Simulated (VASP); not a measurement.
# As (R-3m) in VASP: density of states with PBEsol

Aim: the density of states of As with PBEsol.

All numbers are computed with VASP 6.6.1; they aren't measurements. Logs are shortened: lines on timing, memory, paths and dates and some standing lists are left out, and cuts for length are marked.

## (1) The cell of the first run

It takes space group R-3m (No. 166, trigonal). Conventional cell: a = 3.781 Å, b = 3.781 Å, c = 10.101 Å, α = 90.00°, β = 90.00°, γ = 120.00°. As (site symmetry 3m) has 6 As at 2.53 to 3.02 Å within 3.3 Å.

## (2) Density of states, PBEsol

Contents of POSCAR:

```
As
1.0
    1.8905716712      1.0915220633      3.3671202229
   -1.8905716712      1.0915220633      3.3671202229
    0.0000000000     -2.1830441266      3.3671202229
As
2
Direct
    0.2302001869      0.2302001869      0.2302001869
    0.7697998131      0.7697998131      0.7697998131
```

Contents of INCAR.step1:

```
SYSTEM = As
ALGO = Normal
EDIFF = 1E-6
ENCUT = 520
GGA = PS
ISIF = 2
ISMEAR = 0
LASPH = .TRUE.
LCHARG = .TRUE.
LREAL = .FALSE.
LWAVE = .FALSE.
NBANDS = 12
NELM = 60
PREC = Accurate
SIGMA = 0.05
```

Contents of KPOINTS.step1:

```
k-points
0
G
  14 14 14
  0 0 0
```

Contents of INCAR.step2:

```
SYSTEM = As
ALGO = Normal
EDIFF = 1E-6
ENCUT = 520
GGA = PS
ICHARG = 11
ISIF = 2
ISMEAR = -5
LASPH = .TRUE.
LCHARG = .FALSE.
LORBIT = 11
LREAL = .FALSE.
LWAVE = .FALSE.
NBANDS = 12
NEDOS = 2001
NELM = 60
PREC = Accurate
SIGMA = 0.05
```

Contents of KPOINTS.step2:

```
k-points
0
G
  21 21 21
  0 0 0
```

Potentials or basis: VASP PAW PBE potentials, release 64 (As).

On the command line:

```console
cat potpaw_PBE.64/As/POTCAR > POTCAR
cp INCAR.step1 INCAR
cp KPOINTS.step1 KPOINTS
mpirun -np 1 vasp_std > vasp.out
cp INCAR.step2 INCAR
cp KPOINTS.step2 KPOINTS
mpirun -np 1 vasp_std > vasp.out
```

OUTCAR:

```text
SYSTEM = As
   EDIFF = 1E-6
   ENCUT = 520
   GGA = PS
   ICHARG = 11
   ISIF = 2
   ISMEAR = -5
   LASPH = .TRUE.
   LORBIT = 11
   LREAL = .FALSE.
   NELM = 60
   PREC = Accurate

 ion  position               nearest neighbor table
   1  0.230  0.230  0.230-   2 2.53   2 2.53   2 2.53
   2  0.770  0.770  0.770-   1 2.53   1 2.53   1 2.53

  LATTYP: Found a trigonal (rhomboedric) cell.
 ALAT       =     4.0128768052
 COS(alpha) =     0.5560800801

  Lattice vectors:

 A1 = (   1.8905716712,   1.0915220633,   3.3671202229)
 A2 = (  -1.8905716712,   1.0915220633,   3.3671202229)
 A3 = (   0.0000000000,  -2.1830441266,   3.3671202229)

Analysis of symmetry for initial positions (statically):
=====================================================================
 Subroutine PRICEL returns:
 Original cell was already a primitive cell.

 Routine SETGRP: Setting up the symmetry group for a
 trigonal (rhombohedral) supercell.

 Subroutine GETGRP returns: Found 12 space group operations
 (whereof 12 operations were pure point group operations)
 out of a pool of 12 trial point group operations.

The static configuration has the point symmetry D_3d.

Analysis of symmetry for dynamics (positions and initial velocities):
=====================================================================
 Subroutine PRICEL returns:
 Original cell was already a primitive cell.

 Routine SETGRP: Setting up the symmetry group for a
 trigonal (rhombohedral) supercell.

 Subroutine GETGRP returns: Found 12 space group operations
 (whereof 12 operations were pure point group operations)
 out of a pool of 12 trial point group operations.

The dynamic configuration has the point symmetry D_3d.

 Subroutine INISYM returns: Found 12 space group operations
 (whereof 12 operations are pure point group operations),
 and found     1 'primitive' translations

----------------------------------------------------------------------------------------

                                     Primitive cell

  volume of cell :      41.6903

  direct lattice vectors                    reciprocal lattice vectors
     1.890571671  1.091522063  3.367120223     0.264470270  0.152691981  0.098996564
    -1.890571671  1.091522063  3.367120223    -0.264470270  0.152691981  0.098996564
     0.000000000 -2.183044127  3.367120223     0.000000000 -0.305383963  0.098996564

  length of vectors
     4.012876805  4.012876805  4.012876805     0.321029102  0.321029102  0.321029102

  position of ions in fractional coordinates (direct lattice)
     0.230200187  0.230200187  0.230200187
     0.769799813  0.769799813  0.769799813

  ion indices of the primitive-cell ions
   primitive index   ion index
                 1           1
                 2           2

----------------------------------------------------------------------------------------

 KPOINTS: k-points

Automatic generation of k-mesh.
 Grid dimensions read from file:
 generate k-points for:   21   21   21

 Generating k-lattice:

  Cartesian coordinates                     Fractional coordinates (reciprocal lattice)
     0.012593822  0.007271047  0.004714122     0.047619048  0.000000000  0.000000000
    -0.012593822  0.007271047  0.004714122     0.000000000  0.047619048  0.000000000
     0.000000000 -0.014542093  0.004714122     0.000000000  0.000000000  0.047619048

  Length of vectors
     0.015287100  0.015287100  0.015287100

  Shift w.r.t. Gamma in fractional coordinates (k-lattice)
     0.000000000  0.000000000  0.000000000

 TETIRR: Found   4641 inequivalent tetrahedra from    55566

 Subroutine IBZKPT returns following result:
 ===========================================

 Found    891 irreducible k-points:

 Following reciprocal coordinates:
            Coordinates               Weight
  0.000000  0.000000  0.000000      1.000000
  0.047619 -0.000000 -0.000000      6.000000
  0.095238 -0.000000 -0.000000      6.000000
  0.142857 -0.000000 -0.000000      6.000000
  0.190476 -0.000000 -0.000000      6.000000
  0.238095 -0.000000 -0.000000      6.000000
[... 16 lines left out ...]
 -0.428571  0.047619  0.000000     12.000000
 -0.380952  0.047619  0.000000     12.000000
 [... further k-points ...]
   k-points           NKPTS =    891   k-points in BZ     NKDIM =    891   number of bands    NBANDS=     12
   number of dos      NEDOS =   2001   number of ions     NIONS =      2
   total plane-waves  NPLWV =  27000
   dimension x,y,z NGX =    30 NGY =   30 NGZ =   30
   dimension x,y,z NGXF=    60 NGYF=   60 NGZF=   60
   ions per type =               2
   NGX,Y,Z   is equivalent  to a cutoff of  12.43, 12.43, 12.43 a.u.
   NGXF,Y,Z  is equivalent  to a cutoff of  24.86, 24.86, 24.86 a.u.
 SYSTEM =  As
   PREC   = accura    normal or accurate (medium, high low for compatibility)
   ISTART =      0    job   : 0-new  1-cont  2-samecut
   ICHARG =     11    charge: 1-file 2-atom 10-const
   ISPIN  =      1    spin polarized calculation?
   LNONCOLLINEAR =      F non collinear calculations
   LSORBIT =      F    spin-orbit coupling
   LASPH  =      T    aspherical Exc in radial PAW
   ENCUT  =  520.0 eV  38.22 Ry    6.18 a.u.   7.46  7.46  7.46*2*pi/ulx,y,z
   NELM   =     60;   NELMIN=  2; NELMDL=  0     # of ELM steps
   EDIFF  = 0.1E-05   stopping-criterion for ELM
   LREAL  =      F    real-space projection
   EDIFFG = 0.1E-04   stopping-criterion for IOM
   NSW    =      0    number of steps for IOM
   IBRION =     -1    ionic relax: 0-MD 1-quasi-New 2-CG
   NFREE  =      0    steps in history (QN), initial steepest desc. (CG)
   ISIF   =      2    stress and relaxation
   ISYM   =      2    0-nonsym 1-usesym 2-fastsym
   POTIM  = 0.5000    time-step for ionic-motion
   TEBEG  =    0.0;   TEEND  =   0.0 temperature during run
   PSTRESS=    0.0 pullay stress
   NELECT =      10.0000    total number of electrons
   NUPDOWN=      -1.0000    fix difference up-down
   EMIN   =  10.00;   EMAX   =-10.00  energy-range for DOS
   EFERMI =   0.00;   METHOD = LEGACY
   ISMEAR =    -5;   SIGMA  =   0.05  broadening in eV -4-tet -1-fermi 0-gaus
   EFERMI_NEDOS =   21; number of points for ismear=-14 and -15
   IALGO  =     38    algorithm
   IMIX   =      4    mixing-type and parameters
     AMIX     =   0.40;   BMIX     =  1.00
     AMIX_MAG =   1.60;   BMIX_MAG =  1.00
  volume/ion in A,a.u.               =      20.85       140.67
  Fermi-wavevector in a.u.,A,eV,Ry     =   1.017177  1.922185 14.077241  1.034648
  Thomas-Fermi vector in A             =   2.150562
   LORBIT       =     11    0 simple, 1 ext, 2 COOP (PROOUT), +10 PAW based schemes
   GGA     = PS    functional components
   LHFCALC =     F    Hartree Fock is set to
   AEXX    =    0.0000 exact exchange contribution
   IVDW    =     0    specifies the selected vdW correction
   LEPSILON=     F    determine dielectric tensor
   LRPA    =     F    only Hartree local field effects (RPA)
 non-spin polarized calculation
 Fermi weights with tetrahedron method with Bloechl corrections
  energy-cutoff  :      520.00
  volume of cell :       41.69
 maximum number of plane-waves:      1136
 NGX is ok and might be reduce to    30

 number of electron      10.0000000 magnetization

 Free energy of the ion-electron system (eV)
  ---------------------------------------------------
  ext. energy  EPLUGINS =         0.00000000
  ---------------------------------------------------
  free energy    TOTEN  =       -10.21244688 eV

  energy without entropy =      -10.21244688  energy(sigma->0) =      -10.21244688

 E-fermi :   5.6422     XC(G=0): -10.2731

 val. band max:        5.7065144208   @ k =   0.3810   0.1429   0.1429
 cond. band min:       5.6299628207   @ k =   0.4762   0.0476  -0.0000
 fundamental gap:     -0.0765516001
 Fermi energy:         5.6422411716

 k-point     1 :       0.0000    0.0000    0.0000
  band No.  band energies     occupation
      1      -9.5209      2.00000
      2       0.0908      2.00000
      3       3.2561      2.00000
      4       3.5683      2.00000
      5       3.5683      2.00000
      6       7.7195      0.00000
      7       8.7629      0.00000
      8       8.7629      0.00000
      9      12.0933      0.00000
     10      12.0933      0.00000
     11      12.5058      0.00000
     12      14.1621      0.00000

 k-point     2 :       0.0476   -0.0000   -0.0000
  band No.  band energies     occupation
      1      -9.4901      2.00000
      2      -0.0467      2.00000
      3       3.2744      2.00000
      4       3.5522      2.00000
      5       3.5894      2.00000
      6       7.7549      0.00000
      7       8.6857      0.00000
      8       8.7142      0.00000
      9      11.8947      0.00000
     10      12.0496      0.00000
     11      12.3107      0.00000
     12      14.3968      0.00000

 k-point     3 :       0.0952   -0.0000   -0.0000
  band No.  band energies     occupation
      1      -9.3977      2.00000
      2      -0.4234      2.00000
      3       3.2776      2.00000
      4       3.5067      2.00000
      5       3.6856      2.00000
      6       7.8081      0.00000
      7       8.4841      0.00000
      8       8.5625      0.00000
      9      11.4857      0.00000
     10      12.0285      0.00000
     11      12.0694      0.00000
     12      14.9935      0.00000
[... 286 lines left out ...]
 k-point    23 :      -0.4286    0.0476    0.0000
  band No.  band energies     occupation
      1      -6.9634      2.00000
      2      -5.2727      2.00000
      3       2.7266      2.00000
      4       3.2963      2.00000
      5       4.8269      2.00000
      6       5.7334      0.02136
      7       5.9546      0.00000
      8       7.0989      0.00000
      9      13.8702      0.00000
     10      15.5138      0.00000
     11      16.7041      0.00000
     12      17.2483      0.00000

 k-point    24 :      -0.3810    0.0476    0.0000
  band No.  band energies     occupation
      1      -7.4194      2.00000
      2      -4.6725      2.00000
      3       2.7225      2.00000
      4       3.3713      2.00000
      5       4.6971      2.00000
      6       5.8913      0.00000
      7       6.0817      0.00000
      8       7.2916      0.00000
      9      13.1304      0.00000
     10      14.5721      0.00000
     11      16.2518      0.00000
     12      17.5832      0.00000

 [... further k-points ...]

------------------------ aborting loop because EDIFF is reached ----------------------------------------

  FORCE on cell =-STRESS in cart. coord.  units (eV):
  Direction    XX          YY          ZZ          XY          YZ          ZX
  --------------------------------------------------------------------------------------
  -------------------------------------------------------------------------------------
  Total        0.1343543      0.1343543      0.0943680     -0.0000000     -0.0000000      0.0000000
  in kB        5.1632897      5.1632897      3.6266008     -0.0000000     -0.0000000      0.0000000
  external PRESSURE =       4.6510601 kB  Pullay stress =       0.0000000 kB

 VOLUME and BASIS-vectors are now :
 -----------------------------------------------------------------------------
  energy-cutoff  :      520.00
  volume of cell :       41.69
      direct lattice vectors                 reciprocal lattice vectors
     1.890571671  1.091522063  3.367120223     0.264470270  0.152691981  0.098996564
    -1.890571671  1.091522063  3.367120223    -0.264470270  0.152691981  0.098996564
     0.000000000 -2.183044127  3.367120223     0.000000000 -0.305383963  0.098996564

 POSITION                                       TOTAL-FORCE (eV/Angst)
 -----------------------------------------------------------------------------------
      0.00000      0.00000      2.32534         0.000000     -0.000000      0.053276
      0.00000      0.00000      7.77603         0.000000      0.000000     -0.053276
 -----------------------------------------------------------------------------------
    total drift:                                0.000000     -0.000000      0.000000

  FREE ENERGIE OF THE ION-ELECTRON SYSTEM (eV)
  ---------------------------------------------------
  free  energy   TOTEN  =       -10.2124468825 eV

  energy  without entropy=      -10.2124468825  energy(sigma->0) =      -10.21244688

 total charge

# of ion       s       p       d       tot
------------------------------------------
    1        1.302   1.349   0.051   2.703
    2        1.302   1.349   0.051   2.703
--------------------------------------------------
tot          2.605   2.698   0.103   5.405
```

Run time: 6.4 min. Hardware: 1 thread of Intel Xeon 6975P-C, shared host; peak memory 0.47 GiB.

What came out:

```yaml
Valence_electrons_inside_the_program's_atomic_spheres: As 2.70
```

Caveat: the PAW data sets were made with another functional, which shifts forces and pressure a little; tetrahedron occupations give inexact forces and stress in metals.
